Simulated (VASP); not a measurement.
Write the native input for VASP 6.6.1 that does the following.

| Quantity | Value |
| --- | --- |
| Task | single point |
| Functional | LDA |
| Potentials or basis | VASP PAW LDA potentials, release 64 (Rh_pv) |
| Cutoff | 520 eV |
| k mesh | 21 × 21 × 12 |
| Occupations | gaussian, width 0.15 eV |
| Spin | collinear spin, ferromagnetic start |
| Starting moments | [1.0, 1.0] μB |
| Fixed moment | 2 μB |
| Dipole correction | no |
| Further INCAR settings | ALGO = Normal; EDIFF = 1e-07; NBANDS = 26 |

The structure of Rh lies in POSCAR:

```
Rh
1.0
    2.4993152817      0.0000000000      0.0000000000
   -1.2496576408      2.1644705261      0.0000000000
    0.0000000000      0.0000000000      4.0242569993
Rh
2
Direct
    0.6666666667      0.3333333333      0.7500000000
    0.3333333333      0.6666666667      0.2500000000
```

This isn't the form of Rh at room conditions, which is fcc.

These files were run (other wordings do the same):

INCAR

```
SYSTEM = Rh
PREC = Accurate
ENCUT = 520
EDIFF = 1E-7
ISMEAR = 0
SIGMA = 0.15
LREAL = .FALSE.
LASPH = .TRUE.
NELM = 150
ALGO = Normal
ISIF = 2
LWAVE = .FALSE.
LCHARG = .FALSE.
ISPIN = 2
MAGMOM = 1 1
LORBIT = 11
NUPDOWN = 2.0
LMAXMIX = 4
NBANDS = 26
```

KPOINTS

```
Automatic mesh
0
G
  21 21 12
  0 0 0
```

Potentials or basis: VASP PAW LDA potentials, release 64 (Rh_pv).

Command:

```console
$ cat potpaw_LDA.64/Rh_pv/POTCAR > POTCAR
$ mpirun -np 1 vasp_std > vasp.out
```

Results of the run:

- Pressure: 115.7 GPa
- Net moment: 2.00 μB per cell
- Site moments: Rh +0.97 μB
- Valence electrons inside the program's atomic spheres: Rh 14.37

Caveat: the stress differs along the axes, from 114 to 119 GPa; the total moment is fixed, so each spin has its own Fermi level and the state may be an excited one.

It took 7.7 min on 1 thread of Intel Xeon 8259CL (shared host), peak memory 0.33 GiB.
